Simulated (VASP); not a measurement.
A run of VASP 6.6.1 is set up as follows.

File INCAR:

```
ALGO = Normal
EDIFF = 1E-6
ENCUT = 520
GGA = PS
ISIF = 2
ISMEAR = 0
LASPH = True
LCHARG = True
LELF = True
LREAL = False
LVHAR = True
LWAVE = False
NBANDS = 12
NELM = 60
PREC = Accurate
SIGMA = 0.15
```

The input KPOINTS:

```
k-points
0
Gamma
  22 22 22
```

File POSCAR:

```
Zn
1.0
   -1.5219658900      1.5219658900      1.5219658900
    1.5219658900     -1.5219658900      1.5219658900
    1.5219658900      1.5219658900     -1.5219658900
Zn
1
Direct
    0.0000000000      0.0000000000      0.0000000000
```

Potentials or basis: VASP PAW PBE potentials, release 64 (Zn).

Launch:

```sh
$ cat potpaw_PBE.64/Zn/POTCAR > POTCAR
$ mpirun -np 1 vasp_std > vasp.out
```

Q: Estimate the pressure.

A: 1.8 GPa.

Q: Estimate the band gap on the k mesh.

A: Zero (band 6 reaches 7.92 eV, above the bottom of band 7 at 2.77 eV).

Caveat: the cell differs from its parent crystal (strain -0.030 along x and y, -0.030 along z); the PAW data sets were made with another functional, which shifts forces and pressure a little.
